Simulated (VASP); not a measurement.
## CdTeF6: single point with PBE

Crystal: CdTeF6.

```
CELL_PARAMETERS angstrom
0.00000 4.34630 4.34630
4.34630 0.00000 4.34630
4.34630 4.34630 0.00000
ATOMIC_POSITIONS crystal
Cd 0.00000 0.00000 0.00000
Te 0.50000 0.50000 0.50000
F 0.74029 0.25971 0.25971
F 0.25971 0.74029 0.74029
F 0.25971 0.74029 0.25971
F 0.74029 0.25971 0.74029
F 0.25971 0.25971 0.74029
F 0.74029 0.74029 0.25971
```

```json
{"Program": "VASP 6.6.1", "Task": "single point", "Functional": "PBE", "Potentials or basis": "VASP PAW PBE potentials, release 64 (Cd, Te, F)", "Cutoff": "520 eV", "k mesh": "6 × 6 × 6", "Occupations": "gaussian, width 0.02 eV", "Spin": "no spin polarisation"}
```

The pressure is -0.2 GPa. The largest force is 0.100 eV/Å. The band gap on the k mesh is 2.73 eV, indirect (least direct gap 3.47 eV).

Forces in eV/Å, atoms in the order of the input:
```
Cd   0.000  0.000  0.000
Te   0.000  0.000  0.000
F    0.100  0.000  0.000
F   -0.100  0.000  0.000
F    0.000  0.100  0.000
F    0.000 -0.100  0.000
F    0.000  0.000  0.100
F    0.000  0.000 -0.100
```

Levels at points of the mesh, in eV from the valence-band top:
| k point | band 26 | band 27 | band 28 | band 29 | band 30 | band 31 | band 32 | band 33 | band 34 | band 35 |
| --- | --- | --- | --- | --- | --- | --- | --- | --- | --- | --- |
| (0.00, 0.00, 0.00) | -2.78 | -2.38 | -2.38 | -2.38 | -2.10 | 4.28 | 4.28 | 4.28 | 5.06 | 7.81 |
| (0.50, 0.00, 0.00) | -2.66 | -2.58 | -2.58 | -2.52 | -0.74 | 2.73 | 4.98 | 4.98 | 6.84 | 7.44 |
| (0.50, 0.50, 0.00) | -2.78 | -2.56 | -2.56 | -2.38 | 0.00 | 4.50 | 4.50 | 4.63 | 4.93 | 8.00 |

It took 70 s on 1 thread of Intel(R) Xeon(R) 6975P-C (Granite Rapids) (shared host), peak memory 0.37 GiB.

Caveat: spin-orbit coupling is left out, which moves the levels of the heavy elements. A k mesh can miss the band edges.
